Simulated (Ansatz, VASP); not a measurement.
# NbAs: VASP beside Ansatz

INCAR

```
SYSTEM = NbAs
  ALGO = Normal
  EDIFF = 1E-6
  ENCUT = 520
  GGA = PS
  ISIF = 2
  ISMEAR = -1
  LASPH = .TRUE.
  LCHARG = .FALSE.
  LREAL = .FALSE.
  LWAVE = .FALSE.
  NBANDS = 26
  NELM = 60
  PREC = Accurate
  SIGMA = 0.05
```

KPOINTS

```
k-points
0
G
  11 11 11
  0 0 0
```

The input POSCAR:

```
NbAs
1.0
   -1.7025248434      1.7025248434      5.7610714056
    1.7025248434     -1.7025248434      5.7610714056
    1.7025248434      1.7025248434     -5.7610714056
Nb As
2 2
Direct
    0.5000000000      0.0000000000      0.5000000000
    0.7500000000      0.7500000000      0.0000000000
    0.9160000000      0.4160000000      0.5000000000
    0.1660000000      0.1660000000      0.0000000000
```

input.yaml

```yaml
crystal:
  lattice:
    - [-1.7025248434, 1.7025248434, 5.7610714056]
    - [1.7025248434, -1.7025248434, 5.7610714056]
    - [1.7025248434, 1.7025248434, -5.7610714056]
  atoms:
    - { symbol: Nb, position: [0.5, 0.0, 0.5] }
    - { symbol: Nb, position: [0.75, 0.75, 0.0] }
    - { symbol: As, position: [0.916, 0.416, 0.5] }
    - { symbol: As, position: [0.166, 0.166, 0.0] }
kpoints:
  mp_grid: { grid: [11, 11, 11] }
scf:
  occupations: { method: fermi_dirac, width: 0.05 }
hamiltonian:
  xc: pbesol
  pseudopotentials: { kind: all_electron, lapw: { basis_error: 0.002 } }
output:
  forces: true
  stress: true
  eigenvalues: true
```

Change from the starting cell: volume scaled by 0.96.

Alike in both runs: task single point; functional PBEsol; k mesh 11 × 11 × 11; occupations fermi-dirac, width 0.05 eV; no spin polarisation.

|  | VASP | Ansatz |
| --- | --- | --- |
| version | VASP 6.6.1 | Ansatz 0.2.0 |
| potentials or method | VASP PAW PBE potentials, release 64 (Nb_sv, As), cutoff 520 eV | all-electron LAPW, scalar-relativistic |

```csv
,VASP,Ansatz,Ansatz less VASP
gap on the k mesh at the Fermi level (eV),0.03,0.03,0.000
least direct gap on the mesh (eV),0.08,0.08,-0.002
pressure (GPa),5.4,5.2,-0.21
"traceless stress, the component that is largest in VASP (GPa)",0.07,0.13,+0.058
rms of the force components (eV/Å),0.199,0.197,-0.0016
```

VASP's potentials were made for PBE, not for PBEsol. Atom by atom the forces differ by 0.002 eV/Å (rms over components). Ansatz ran all-electron here, and VASP with PAW potentials.
